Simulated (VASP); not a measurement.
A run of VASP 6.6.1 is set up as follows.

INCAR

```
SYSTEM = Sb
  PREC = Accurate
  ENCUT = 520
  EDIFF = 1E-6
  ISMEAR = -1
  SIGMA = 0.1
  LREAL = .FALSE.
  LASPH = .TRUE.
  NELM = 80
  ALGO = Normal
  ISIF = 2
  LWAVE = .FALSE.
  LCHARG = .FALSE.
  NBANDS = 8
```

Contents of KPOINTS:

```
Automatic mesh
0
G
  12 12 12
  0 0 0
```

Contents of POSCAR:

```
Sb
1.0
    2.9118468527      0.0000000000      0.0000000000
    0.0000000000      2.9118468527      0.0000000000
    0.0000000000      0.0000000000      2.9118468527
Sb
1
Direct
    0.0000000000      0.0000000000      0.0000000000
```

Potentials or basis: VASP PAW LDA potentials, release 64 (Sb).

Command:

```sh
$ cat potpaw_LDA.64/Sb/POTCAR > POTCAR
$ mpirun -np 1 vasp_std > vasp.out
```

Question: Predict the pressure.

Answer: 12.0 GPa.
